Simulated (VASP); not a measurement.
CuO2, 6 atoms in the cell. It takes space group Cmcm (No. 63, orthorhombic). Conventional cell: a = 2.825 Å, b = 10.421 Å, c = 4.343 Å, α = 90.00°, β = 90.00°, γ = 90.00°. Within 2.5 Å of Cu (site symmetry m2m) lie 6 O at 1.86 to 2.22 Å. O (site symmetry m2m) has 4 Cu at 1.90 to 2.22 Å and 1 O at 2.47 Å within 2.5 Å. Within 2.5 Å of O (site symmetry m2m) lie 2 Cu at 1.86 Å and 3 O at 2.42 to 2.47 Å. 

| Quantity | Value |
| --- | --- |
| Program | VASP 6.6.1 |
| Task | single point |
| Functional | PBE |
| Potentials or basis | VASP PAW PBE potentials, release 64 (Cu, O) |
| Cutoff | 520 eV |
| k mesh | 8 × 8 × 5 |
| Occupations | methfessel-paxton, width 0.05 eV |
| Spin | no spin polarisation |
| Dipole correction | no |
| Further INCAR settings | ALGO = Normal; EDIFF = 1e-06; NBANDS = 32 |

Potentials or basis: VASP PAW PBE potentials, release 64 (Cu, O).

The run is started by

```console
$ cat potpaw_PBE.64/Cu/POTCAR potpaw_PBE.64/O/POTCAR > POTCAR
$ mpirun -np 1 vasp_std > vasp.out
```

Hardware: 1 thread of AMD EPYC 9R45 96-Core Processor (Zen 5), with other jobs on the host.

Task: How long does it take, and how much memory?

Result: Run time: 2.1 min on 1 thread of AMD EPYC 9R45 96-Core Processor (Zen 5) (shared host), peak memory 0.24 GiB. Counts: scf iterations 18, k points 63.
